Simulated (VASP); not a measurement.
Here is a VASP 6.6.1 calculation.

Contents of INCAR:

```
SYSTEM = Pb
PREC = Accurate
ENCUT = 520
EDIFF = 1E-6
ISMEAR = 0
SIGMA = 0.15
LREAL = .FALSE.
LASPH = .TRUE.
NELM = 100
ALGO = Fast
ISIF = 2
LWAVE = .FALSE.
LCHARG = .FALSE.
GGA = PS
NBANDS = 13
```

The input KPOINTS:

```
regular mesh
0
G
  16 16 16
  0 0 0
```

File POSCAR:

```
Pb
1.0
    0.0000000000      2.5932900000      2.4698000000
    2.5932900000      0.0000000000      2.4698000000
    2.5932900000      2.5932900000      0.0000000000
Pb
1
Direct
    0.0000000000      0.0000000000      0.0000000000
```

Potentials or basis: VASP PAW PBE potentials, release 64 (Pb_d).

Command:

```bash
$ cat potpaw_PBE.64/Pb_d/POTCAR > POTCAR
$ mpirun -np 1 vasp_std > vasp.out
```

Q: Estimate the pressure.

A: -3.9 GPa.

Q: What does it give for the band gap on the k mesh?

A: Zero (band 7 reaches 12.79 eV, above the bottom of band 8 at 4.55 eV).

Stress tensor (GPa, compression positive):
```
-4.10  0.00  0.00
 0.00 -4.10  0.00
 0.00  0.00 -3.38
```

Caveat: the cell differs from its parent crystal (strain +0.050 along x and y, +0.000 along z); the PAW data sets were made with another functional, which shifts forces and pressure a little; spin-orbit coupling is left out, which moves the levels of the heavy elements.
